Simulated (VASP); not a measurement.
A run of VASP 6.6.1:

INCAR

```
ALGO     = Fast           # electronic algorithm
EDIFF    = 1E-6           # SCF threshold, eV
ENCUT    = 520            # plane-wave cutoff, eV
GGA      = PS             # functional
ISIF     = 2              # what is computed and relaxed
ISMEAR   = 0              # smearing method
LASPH    = True           # aspherical terms in the spheres
LCHARG   = False          # write CHGCAR
LREAL    = False          # projectors in reciprocal space
LWAVE    = False          # write WAVECAR
NBANDS   = 11             # bands
NELM     = 80             # most SCF steps
PREC     = Accurate       # precision mode
SIGMA    = 0.15           # smearing width, eV
```

The input KPOINTS:

```
k-points
0
Gamma
  26 26 26
```

File POSCAR:

```
Pt
1.0
    0.0000000000      1.8610788282      2.0080061041
    1.8610788282      0.0000000000      2.0080061041
    1.8610788282      1.8610788282      0.0000000000
Pt
1
Direct
    0.0000000000      0.0000000000      0.0000000000
```

Potentials or basis: VASP PAW PBE potentials, release 64 (Pt).

The run is started by

```sh
$ cat potpaw_PBE.64/Pt/POTCAR > POTCAR
$ mpirun -np 1 vasp_std > vasp.out
```

Hardware: 1 thread of Intel(R) Xeon(R) Platinum 8488C (Sapphire Rapids), with other jobs on the host.

Question: Estimate the wall time of this run.

Answer: Wall time 2.2 min on 1 thread of Intel(R) Xeon(R) Platinum 8488C (Sapphire Rapids), on a shared host, peak memory 0.31 GiB. Counts: scf iterations 13, k points 1330.
